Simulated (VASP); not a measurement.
Write the native input for VASP 6.6.1 that does the following.

| Item | Value |
| --- | --- |
| Task | single point |
| Functional | PBE |
| Potentials or basis | VASP PAW PBE potentials, release 64 (C) |
| Cutoff | 520 eV |
| k mesh | 6 × 6 × 6 |
| Occupations | gaussian, width 0.05 eV |
| Spin | no spin polarisation |
| Dipole correction | no |
| Further INCAR settings | ALGO = Normal; EDIFF = 1e-07; NBANDS = 26 |

The structure of C lies in POSCAR:

```
C
1.0
    3.5668000000      0.0000000000      0.0000000000
    0.0000000000     -3.5668000000      0.0000000000
    0.0000000000      0.0000000000     -3.5668000000
C
8
Direct
    0.5000000000      0.0000000000     -0.0672872042
    0.0000000000      0.5000000000      0.0000000000
    0.0000000000      0.0000000000      0.5000000000
    0.5000000000      0.5000000000      0.5000000000
    0.7500000000      0.7500000000      0.7500000000
    0.2500000000      0.2500000000      0.7500000000
    0.2500000000      0.7500000000      0.2500000000
    0.7500000000      0.2500000000      0.2500000000
```

This cell differs from its parent crystal: atom 1 (C) moved +0.240 Å along Cartesian [0 0 1].

One way to write it, as run:

INCAR

```
SYSTEM = C
ALGO = Normal
EDIFF = 1E-7
ENCUT = 520
GGA = PE
ISIF = 2
ISMEAR = 0
LASPH = .TRUE.
LCHARG = .TRUE.
LELF = .TRUE.
LREAL = .FALSE.
LVHAR = .TRUE.
LWAVE = .FALSE.
NBANDS = 26
NELM = 100
PREC = Accurate
SIGMA = 0.05
```

KPOINTS

```
k-points
0
G
  6 6 6
  0 0 0
```

Potentials or basis: VASP PAW PBE potentials, release 64 (C).

Command:

```sh
$ cat potpaw_PBE.64/C/POTCAR > POTCAR
$ mpirun -np 1 vasp_std > vasp.out
```

Results of the run:

```
Pressure               : 8.3 GPa
Largest force          : 10.122 eV/Å
Band gap on the k mesh : 2.44 eV, direct
```

Caveat: the cell differs from its parent crystal (atom 1 (C) moved +0.240 Å along Cartesian [0 0 1]); forces of over 1 eV/Å act on the atoms, so gaps and moduli don't describe the material at rest.

Wall time 25 s on 1 thread of Intel(R) Xeon(R) 6975P-C (Granite Rapids) (shared host), peak memory 0.17 GiB.
